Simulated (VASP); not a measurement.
# LiH in VASP: notebook

Runs on LiH. Level: LDA. Tasks: electric field gradients.

All numbers are computed with VASP 6.6.1; they aren't measurements. Logs are shortened: lines on timing, memory, paths and dates and some standing lists are left out, and cuts for length are marked.

### 1 The cell of the first run

Symmetry: Fm-3m, No. 225, cubic system. Conventional cell: a = 4.118 Å, b = 4.118 Å, c = 4.118 Å, α = 90.00°, β = 90.00°, γ = 90.00°. Li (site symmetry m-3m) has 6 H at 2.06 Å within 2.7 Å. H (site symmetry m-3m) has 6 Li at 2.06 Å within 2.7 Å.

### 2 Electric field gradients, LDA (volume scaled by 1.04)

INCAR reads:

```
SYSTEM = LiH
PREC = Accurate ; ENCUT = 520
EDIFF = 1E-8 ; ISMEAR = -1
SIGMA = 0.03 ; LREAL = .FALSE.
LASPH = .TRUE. ; NELM = 60
ALGO = Normal ; ISIF = 2
LWAVE = .FALSE. ; LCHARG = .FALSE.
LEFG = .TRUE. ; NBANDS = 9
```

KPOINTS reads:

```
regular mesh
0
G
  11 11 11
  0 0 0
```

POSCAR reads:

```
LiH
1.0
    0.0000000000      2.0592464883      2.0592464883
    2.0592464883      0.0000000000      2.0592464883
    2.0592464883      2.0592464883      0.0000000000
Li H
1 1
Direct
    0.0000000000      0.0000000000      0.0000000000
    0.5000000000      0.5000000000      0.5000000000
```

Potentials or basis: VASP PAW LDA potentials, release 64 (Li_sv, H).

Launch:

```
$ cat potpaw_LDA.64/Li_sv/POTCAR potpaw_LDA.64/H/POTCAR > POTCAR
$ mpirun -np 1 vasp_std > vasp.out
```

OUTCAR:

```text
SYSTEM = LiH
   PREC = Accurate
   ENCUT = 520
   EDIFF = 1E-8
   ISMEAR = -1
   LREAL = .FALSE.
   LASPH = .TRUE.
   NELM = 60
   ISIF = 2

 ion  position               nearest neighbor table
   1  0.000  0.000  0.000-
   2  0.500  0.500  0.500-

  LATTYP: Found a face centered cubic cell.
 ALAT       =     4.1184929766

  Lattice vectors:

 A1 = (   0.0000000000,   2.0592464883,   2.0592464883)
 A2 = (   2.0592464883,   0.0000000000,   2.0592464883)
 A3 = (   2.0592464883,   2.0592464883,   0.0000000000)

Analysis of symmetry for initial positions (statically):
=====================================================================
 Subroutine PRICEL returns:
 Original cell was already a primitive cell.

 Routine SETGRP: Setting up the symmetry group for a
 face centered cubic supercell.

 Subroutine GETGRP returns: Found 48 space group operations
 (whereof 48 operations were pure point group operations)
 out of a pool of 48 trial point group operations.

The static configuration has the point symmetry O_h .

Analysis of symmetry for dynamics (positions and initial velocities):
=====================================================================
 Subroutine PRICEL returns:
 Original cell was already a primitive cell.

 Routine SETGRP: Setting up the symmetry group for a
 face centered cubic supercell.

 Subroutine GETGRP returns: Found 48 space group operations
 (whereof 48 operations were pure point group operations)
 out of a pool of 48 trial point group operations.

The dynamic configuration has the point symmetry O_h .

 Subroutine INISYM returns: Found 48 space group operations
 (whereof 48 operations are pure point group operations),
 and found     1 'primitive' translations

----------------------------------------------------------------------------------------

                                     Primitive cell

  volume of cell :      17.4645

  direct lattice vectors                    reciprocal lattice vectors
     0.000000000  2.059246488  2.059246488    -0.242807261  0.242807261  0.242807261
     2.059246488  0.000000000  2.059246488     0.242807261 -0.242807261  0.242807261
     2.059246488  2.059246488  0.000000000     0.242807261  0.242807261 -0.242807261

  length of vectors
     2.912214312  2.912214312  2.912214312     0.420554513  0.420554513  0.420554513

  position of ions in fractional coordinates (direct lattice)
     0.000000000  0.000000000  0.000000000
     0.500000000  0.500000000  0.500000000

  ion indices of the primitive-cell ions
   primitive index   ion index
                 1           1
                 2           2

----------------------------------------------------------------------------------------

 KPOINTS: regular mesh

Automatic generation of k-mesh.
 Grid dimensions read from file:
 generate k-points for:   11   11   11

 Generating k-lattice:

  Cartesian coordinates                     Fractional coordinates (reciprocal lattice)
    -0.022073387  0.022073387  0.022073387     0.090909091  0.000000000  0.000000000
     0.022073387 -0.022073387  0.022073387     0.000000000  0.090909091  0.000000000
     0.022073387  0.022073387 -0.022073387     0.000000000  0.000000000  0.090909091

  Length of vectors
     0.038232228  0.038232228  0.038232228

  Shift w.r.t. Gamma in fractional coordinates (k-lattice)
     0.000000000  0.000000000  0.000000000

 Subroutine IBZKPT returns following result:
 ===========================================

 Found     56 irreducible k-points:

 Following reciprocal coordinates:
            Coordinates               Weight
  0.000000  0.000000  0.000000      1.000000
  0.090909  0.000000  0.000000      8.000000
  0.181818  0.000000  0.000000      8.000000
  0.272727  0.000000  0.000000      8.000000
  0.363636  0.000000  0.000000      8.000000
  0.454545  0.000000  0.000000      8.000000
[... 16 lines left out ...]
 -0.272727  0.181818  0.000000     24.000000
 -0.181818  0.181818  0.000000     12.000000
 [... further k-points ...]
   k-points           NKPTS =     56   k-points in BZ     NKDIM =     56   number of bands    NBANDS=      9
   number of dos      NEDOS =    301   number of ions     NIONS =      2
   total plane-waves  NPLWV =  13824
   dimension x,y,z NGX =    24 NGY =   24 NGZ =   24
   dimension x,y,z NGXF=    48 NGYF=   48 NGZF=   48
   ions per type =               1   1
   NGX,Y,Z   is equivalent  to a cutoff of  13.70, 13.70, 13.70 a.u.
   NGXF,Y,Z  is equivalent  to a cutoff of  27.40, 27.40, 27.40 a.u.
 SYSTEM =  LiH
   PREC   = accura    normal or accurate (medium, high low for compatibility)
   ISTART =      0    job   : 0-new  1-cont  2-samecut
   ICHARG =      2    charge: 1-file 2-atom 10-const
   ISPIN  =      1    spin polarized calculation?
   LNONCOLLINEAR =      F non collinear calculations
   LSORBIT =      F    spin-orbit coupling
   LASPH  =      T    aspherical Exc in radial PAW
   ENCUT  =  520.0 eV  38.22 Ry    6.18 a.u.   5.41  5.41  5.41*2*pi/ulx,y,z
   NELM   =     60;   NELMIN=  2; NELMDL= -5     # of ELM steps
   EDIFF  = 0.1E-07   stopping-criterion for ELM
   LREAL  =      F    real-space projection
   EDIFFG = 0.1E-06   stopping-criterion for IOM
   NSW    =      0    number of steps for IOM
   IBRION =     -1    ionic relax: 0-MD 1-quasi-New 2-CG
   NFREE  =      0    steps in history (QN), initial steepest desc. (CG)
   ISIF   =      2    stress and relaxation
   ISYM   =      2    0-nonsym 1-usesym 2-fastsym
   POTIM  = 0.5000    time-step for ionic-motion
   TEBEG  =    0.0;   TEEND  =   0.0 temperature during run
   PSTRESS=    0.0 pullay stress
   NELECT =       4.0000    total number of electrons
   NUPDOWN=      -1.0000    fix difference up-down
   EMIN   =  10.00;   EMAX   =-10.00  energy-range for DOS
   EFERMI =   0.00;   METHOD = LEGACY
   ISMEAR =    -1;   SIGMA  =   0.03  broadening in eV -4-tet -1-fermi 0-gaus
   EFERMI_NEDOS =   21; number of points for ismear=-14 and -15
   IALGO  =     38    algorithm
   IMIX   =      4    mixing-type and parameters
     AMIX     =   0.40;   BMIX     =  1.00
     AMIX_MAG =   1.60;   BMIX_MAG =  1.00
  volume/ion in A,a.u.               =       8.73        58.93
  Fermi-wavevector in a.u.,A,eV,Ry     =   1.001636  1.892817 13.650375  1.003274
  Thomas-Fermi vector in A             =   2.134071
   LORBIT       =      0    0 simple, 1 ext, 2 COOP (PROOUT), +10 PAW based schemes
   GGA     = CA    functional components
   LHFCALC =     F    Hartree Fock is set to
   AEXX    =    0.0000 exact exchange contribution
   IVDW    =     0    specifies the selected vdW correction
   LEPSILON=     F    determine dielectric tensor
   LRPA    =     F    only Hartree local field effects (RPA)
 non-spin polarized calculation
  energy-cutoff  :      520.00
  volume of cell :       17.46
 maximum number of plane-waves:       495
 NGX is ok and might be reduce to    24
   NGX = 11   NGY = 11   NGZ = 11

 number of electron       4.0000006 magnetization

 Free energy of the ion-electron system (eV)
  ---------------------------------------------------
  ext. energy  EPLUGINS =         0.00000000
  ---------------------------------------------------
  free energy    TOTEN  =        -6.45364412 eV

  energy without entropy =       -6.45364412  energy(sigma->0) =       -6.45364412

 E-fermi :   0.4053     XC(G=0):  -8.5431

 val. band max:       -0.2130818890   @ k =  -0.4545   0.4545   0.0000
 cond. band min:       2.6469507415   @ k =  -0.4545   0.4545   0.0000
 fundamental gap:      2.8600326305
 Fermi energy:         0.4053207754

 k-point     1 :       0.0000    0.0000    0.0000
  band No.  band energies     occupation
      1     -43.7113      2.00000
      2      -5.4242      2.00000
      3      14.9285      0.00000
      4      16.4430      0.00000
      5      16.4430      0.00000
      6      16.4430      0.00000
      7      21.1215      0.00000
      8      21.1215      0.00000
      9      21.1215      0.00000
[... 265 lines left out ...]
 k-point    24 :      -0.1818    0.1818    0.0000
  band No.  band energies     occupation
      1     -43.6859      2.00000
      2      -3.9581      2.00000
      3       9.3924      0.00000
      4       9.4397      0.00000
      5      14.8828      0.00000
      6      16.1747      0.00000
      7      20.1258      0.00000
      8      21.8447      0.00000
      9      23.4620      0.00000

 [... further k-points ...]

------------------------ aborting loop because EDIFF is reached ----------------------------------------

  FORCE on cell =-STRESS in cart. coord.  units (eV):
  Direction    XX          YY          ZZ          XY          YZ          ZX
  --------------------------------------------------------------------------------------
  -------------------------------------------------------------------------------------
  Total       -0.5515727     -0.5515727     -0.5515727      0.0000000     -0.0000000      0.0000000
  in kB      -50.6009153    -50.6009153    -50.6009153      0.0000000     -0.0000000      0.0000000
  external PRESSURE =     -50.6009153 kB  Pullay stress =       0.0000000 kB

 VOLUME and BASIS-vectors are now :
 -----------------------------------------------------------------------------
  energy-cutoff  :      520.00
  volume of cell :       17.46
      direct lattice vectors                 reciprocal lattice vectors
     0.000000000  2.059246488  2.059246488    -0.242807261  0.242807261  0.242807261
     2.059246488  0.000000000  2.059246488     0.242807261 -0.242807261  0.242807261
     2.059246488  2.059246488  0.000000000     0.242807261  0.242807261 -0.242807261

 POSITION                                       TOTAL-FORCE (eV/Angst)
 -----------------------------------------------------------------------------------
      0.00000      0.00000      0.00000         0.000000     -0.000000      0.000000
      2.05925      2.05925      2.05925         0.000000      0.000000     -0.000000
 -----------------------------------------------------------------------------------
    total drift:                                0.000000     -0.000000     -0.000000

  FREE ENERGIE OF THE ION-ELECTRON SYSTEM (eV)
  ---------------------------------------------------
  free  energy   TOTEN  =        -6.4536441172 eV

  energy  without entropy=       -6.4536441172  energy(sigma->0) =       -6.45364412

 Electric field gradients (V/A^2)
---------------------------------------------------------------------
 ion       V_xx      V_yy      V_zz      V_xy      V_xz      V_yz
---------------------------------------------------------------------
   1       0.000     0.000    -0.000    -0.003    -0.003    -0.003
   2      -0.000     0.000    -0.000     0.001     0.001     0.001
---------------------------------------------------------------------

 Electric field gradients after diagonalization (V/A^2)
 (convention: |V_zz| > |V_xx| > |V_yy|)
----------------------------------------------------------------------
 ion       V_xx      V_yy      V_zz     asymmetry (V_yy - V_xx)/ V_zz
----------------------------------------------------------------------
   1       0.003     0.003    -0.006       0.000
   2      -0.001    -0.001     0.002       0.000
----------------------------------------------------------------------

           NMR quadrupolar parameters

 Cq : quadrupolar parameter    Cq=e*Q*V_zz/h
 eta: asymmetry parameters     (V_yy - V_xx)/ V_zz
 Q  : nuclear electric quadrupole moment in mb (millibarn)
----------------------------------------------------------------------
 ion       Cq(MHz)       eta       Q (mb)
----------------------------------------------------------------------
   1      -0.000       0.000       1.000
   2       0.000       0.000       1.000
----------------------------------------------------------------------
```

Wall time 23 s (1 thread of AMD EPYC 7R13, shared host); peak memory 0.09 GiB.

What came out:

```
Free energy            : -6.4536 eV
Band gap on the k mesh : 2.86 eV, direct
```

Caveat: the cutoff is under 1.25 times the usual one of these potentials, so pressure, stress and relaxed cells hold a basis-set (Pulay) error; without QUAD_EFG the Cq values of the log hold for a quadrupole moment of 1 mb, not for the nuclei.

### 3 Electric field gradients, LDA (equal xy, yz and zx shear strains of -1 %)

INCAR reads:

```
ALGO = Normal
EDIFF = 1E-8
ENCUT = 520
ISIF = 2
ISMEAR = -1
LASPH = True
LCHARG = False
LEFG = True
LREAL = False
LWAVE = False
NBANDS = 9
NELM = 60
PREC = Accurate
SIGMA = 0.03
```

KPOINTS reads:

```
k-points
0
Gamma
  11 11 11
```

POSCAR reads:

```
LiH
1.0
   -0.0203250000      2.0223375000      2.0223375000
    2.0223375000     -0.0203250000      2.0223375000
    2.0223375000      2.0223375000     -0.0203250000
Li H
1 1
Direct
    0.0000000000      0.0000000000      0.0000000000
    0.5000000000      0.5000000000      0.5000000000
```

Potentials or basis: VASP PAW LDA potentials, release 64 (Li_sv, H).

Launch:

```
$ cat potpaw_LDA.64/Li_sv/POTCAR potpaw_LDA.64/H/POTCAR > POTCAR
$ mpirun -np 1 vasp_std > vasp.out
```

OUTCAR:

```text
EDIFF = 1E-8
   ENCUT = 520
   ISIF = 2
   ISMEAR = -1
   LASPH = True
   LREAL = False
   NELM = 60
   PREC = Accurate

 ion  position               nearest neighbor table
   1  0.000  0.000  0.000-
   2  0.500  0.500  0.500-

  LATTYP: Found a trigonal (rhomboedric) cell.
 ALAT       =     2.8600893401
 COS(alpha) =     0.4899250057

  Lattice vectors:

 A1 = (  -0.0203250000,   2.0223375000,   2.0223375000)
 A2 = (   2.0223375000,  -0.0203250000,   2.0223375000)
 A3 = (   2.0223375000,   2.0223375000,  -0.0203250000)

Analysis of symmetry for initial positions (statically):
=====================================================================
 Subroutine PRICEL returns:
 Original cell was already a primitive cell.

 Routine SETGRP: Setting up the symmetry group for a
 trigonal (rhombohedral) supercell.

 Subroutine GETGRP returns: Found 12 space group operations
 (whereof 12 operations were pure point group operations)
[... 476 lines left out ...]
    -0.020325000  2.022337500  2.022337500    -0.243542312  0.246014823  0.246014823
     2.022337500 -0.020325000  2.022337500     0.246014823 -0.243542312  0.246014823
     2.022337500  2.022337500 -0.020325000     0.246014823  0.246014823 -0.243542312

 POSITION                                       TOTAL-FORCE (eV/Angst)
 -----------------------------------------------------------------------------------
      0.00000      0.00000      0.00000         0.000000     -0.000000     -0.000000
      2.01218      2.01218      2.01218        -0.000000      0.000000      0.000000
 -----------------------------------------------------------------------------------
    total drift:                                0.000000     -0.000000     -0.000000

  FREE ENERGIE OF THE ION-ELECTRON SYSTEM (eV)
  ---------------------------------------------------
  free  energy   TOTEN  =        -6.4713279848 eV

  energy  without entropy=       -6.4713279848  energy(sigma->0) =       -6.47132798

 Electric field gradients (V/A^2)
---------------------------------------------------------------------
 ion       V_xx      V_yy      V_zz      V_xy      V_xz      V_yz
---------------------------------------------------------------------
   1      -0.000    -0.000    -0.000     0.028     0.028     0.028
   2       0.000     0.000     0.000    -0.039    -0.039    -0.039
---------------------------------------------------------------------

 Electric field gradients after diagonalization (V/A^2)
 (convention: |V_zz| > |V_xx| > |V_yy|)
----------------------------------------------------------------------
 ion       V_xx      V_yy      V_zz     asymmetry (V_yy - V_xx)/ V_zz
----------------------------------------------------------------------
   1      -0.028    -0.028     0.055       0.000
   2       0.039     0.039    -0.077       0.000
----------------------------------------------------------------------

           NMR quadrupolar parameters

 Cq : quadrupolar parameter    Cq=e*Q*V_zz/h
 eta: asymmetry parameters     (V_yy - V_xx)/ V_zz
 Q  : nuclear electric quadrupole moment in mb (millibarn)
----------------------------------------------------------------------
 ion       Cq(MHz)       eta       Q (mb)
----------------------------------------------------------------------
   1       0.000       0.000       1.000
   2      -0.000       0.000       1.000
----------------------------------------------------------------------
```

OSZICAR:

```text
N       E                     dE             d eps       ncg     rms          rms(c)
DAV:   1    -0.220455106688E+01   -0.22046E+01   -0.14535E+03  2644   0.397E+02
DAV:   2    -0.665811545691E+01   -0.44536E+01   -0.44296E+01  3679   0.544E+01
DAV:   3    -0.672214655971E+01   -0.64031E-01   -0.64004E-01  3257   0.543E+00
DAV:   4    -0.672244544961E+01   -0.29889E-03   -0.29886E-03  3623   0.332E-01
DAV:   5    -0.672244677433E+01   -0.13247E-05   -0.13247E-05  3266   0.156E-02    0.277E+00
DAV:   6    -0.653284394815E+01    0.18960E+00   -0.17147E-01  2944   0.117E+00    0.135E+00
DAV:   7    -0.647059034476E+01    0.62254E-01   -0.19602E-01  3151   0.139E+00    0.198E-01
DAV:   8    -0.647138342251E+01   -0.79308E-03   -0.39583E-03  2981   0.433E-01    0.434E-02
DAV:   9    -0.647132796821E+01    0.55454E-04   -0.18854E-04  3388   0.493E-02    0.616E-03
DAV:  10    -0.647132791857E+01    0.49646E-07   -0.50073E-06  3236   0.166E-02    0.352E-03
DAV:  11    -0.647132798333E+01   -0.64761E-07   -0.10358E-07  3452   0.163E-03    0.594E-04
DAV:  12    -0.647132798476E+01   -0.14309E-08   -0.33201E-09  2389   0.497E-04
   1 F= -.64713280E+01 E0= -.64713280E+01  d E =-.149280E-13
```

stdout:

```text
POSCAR found type information on POSCAR LiH
 POSCAR found :  2 types and       2 ions
 scaLAPACK will be used
 LDA part: xc-table for (Slater(with rela. corr.)+CA(PZ))
 , standard interpolation
 POSCAR, INCAR and KPOINTS ok, starting setup
 FFT: planning ... GRIDC
 FFT: planning ... GRID_SOFT
 FFT: planning ... GRID
 WAVECAR not read
 entering main loop
ion   1

ion   2
```

Wall time 20 s (1 thread of AMD EPYC 7R13 (Zen 3), shared host); peak memory 0.1 GiB.

What came out:

* Free energy: -6.4713 eV
* Band gap on the k mesh: 2.83 eV, indirect (the least direct gap lies 3.1 meV higher)

Caveat: the cell differs from its parent crystal (equal xy, yz and zx shear strains of -1 %); the cutoff is under 1.25 times the usual one of these potentials, so pressure, stress and relaxed cells hold a basis-set (Pulay) error; without QUAD_EFG the Cq values of the log hold for a quadrupole moment of 1 mb, not for the nuclei.

(Continued in part 2 of 2.)
